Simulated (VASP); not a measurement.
Wanted: the native input for a VASP 6.6.1 run.

- Task: single point
- Functional: r2SCAN
- Potentials or basis: VASP PAW PBE potentials, release 64 (Ir, Bi_d)
- Cutoff: 520 eV
- k mesh: 10 × 10 × 10
- Occupations: gaussian, width 0.05 eV
- Spin: no spin polarisation
- Dipole correction: no
- Further INCAR settings: ALGO = Normal; EDIFF = 1e-06; NBANDS = 19

BiIr:

```
Ir Bi
1.0
     0.00000    3.04885    3.04885
     3.04885    0.00000    3.04885
     3.04885    3.04885    0.00000
Ir Bi
1 1
Cartesian
  0.0000 0.0000 0.0000
  1.5244 1.5244 1.5244
```

The input as run:

POSCAR

```
BiIr
1.0
    0.0000000000      3.0488528719      3.0488528719
    3.0488528719      0.0000000000      3.0488528719
    3.0488528719      3.0488528719      0.0000000000
Ir Bi
1 1
Direct
    0.0000000000      0.0000000000      0.0000000000
    0.2500000000      0.2500000000      0.2500000000
```

INCAR.step1

```
SYSTEM = BiIr
  PREC = Accurate
  ENCUT = 520
  ISMEAR = 0
  SIGMA = 0.05
  LREAL = .FALSE.
  LASPH = .TRUE.
  NELM = 100
  NBANDS = 19
  GGA = PE
  ALGO = Normal
  EDIFF = 1E-4
  LWAVE = .TRUE.
  LCHARG = .FALSE.
```

INCAR.step2

```
SYSTEM = BiIr
  PREC = Accurate
  ENCUT = 520
  EDIFF = 1E-6
  ISMEAR = 0
  SIGMA = 0.05
  LREAL = .FALSE.
  LASPH = .TRUE.
  NELM = 100
  ALGO = Normal
  ISIF = 2
  LWAVE = .FALSE.
  LCHARG = .FALSE.
  METAGGA = R2SCAN
  LMIXTAU = .TRUE.
  NBANDS = 19
  ISTART = 1
```

KPOINTS

```
Automatic mesh
0
G
  10 10 10
  0 0 0
```

Potentials or basis: VASP PAW PBE potentials, release 64 (Ir, Bi_d).

The run is started by

```bash
$ cat potpaw_PBE.64/Ir/POTCAR potpaw_PBE.64/Bi_d/POTCAR > POTCAR
$ cp INCAR.step1 INCAR
$ mpirun -np 1 vasp_std > vasp.out
$ cp INCAR.step2 INCAR
$ mpirun -np 1 vasp_std > vasp.out
```

Results of the run:

| Quantity | Value |
| --- | --- |
| Pressure | -0.6 GPa |
| Band gap on the k mesh | zero (band 12 reaches 7.99 eV, above the bottom of band 13 at 4.72 eV) |

Caveat: the PAW data sets were made with another functional, which shifts forces and pressure a little; spin-orbit coupling is left out, which moves the levels of the heavy elements.

It took 52 s on 1 thread of Intel(R) Xeon(R) 6975P-C (Granite Rapids), with other jobs on the host, peak memory 0.22 GiB.
